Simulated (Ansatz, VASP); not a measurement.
## Two plane-wave programs on C

```
CELL_PARAMETERS angstrom
-1.27367 2.47000 2.10186
1.27367 -2.47000 2.10186
1.27367 2.47000 -2.10186
ATOMIC_POSITIONS crystal
C 0.26704 0.35416 0.91287
C 0.73296 0.64584 0.08713
C 0.05871 0.64584 0.41287
C 0.94129 0.35416 0.58713
```

Alike in both runs: functional PBE; k mesh 10 × 10 × 10; occupations gaussian, width 0.02 eV; no spin polarisation.

Ansatz relaxed the structure, and its values are those at the end. VASP's run is a single point on that final structure, the one shown.

```csv
,VASP,Ansatz
version,VASP 6.6.1,Ansatz 0.2.0
potentials or method,"VASP PAW PBE potentials, release 64 (C), cutoff 520 eV","scalar-relativistic, plane waves, PAW"
valence electrons in the cell,16,16
```

VASP gave:

* gap on the k mesh at the Fermi level (eV): 2.71
* least direct gap on the mesh (eV): 3.95
* pressure (GPa): 0.5
* rms of the force components (eV/Å): 0.011

Which values does Ansatz return?

gap on the k mesh at the Fermi level (eV): 2.72; least direct gap on the mesh (eV): 3.96; pressure (GPa): 0.0; rms of the force components (eV/Å): 0.000.
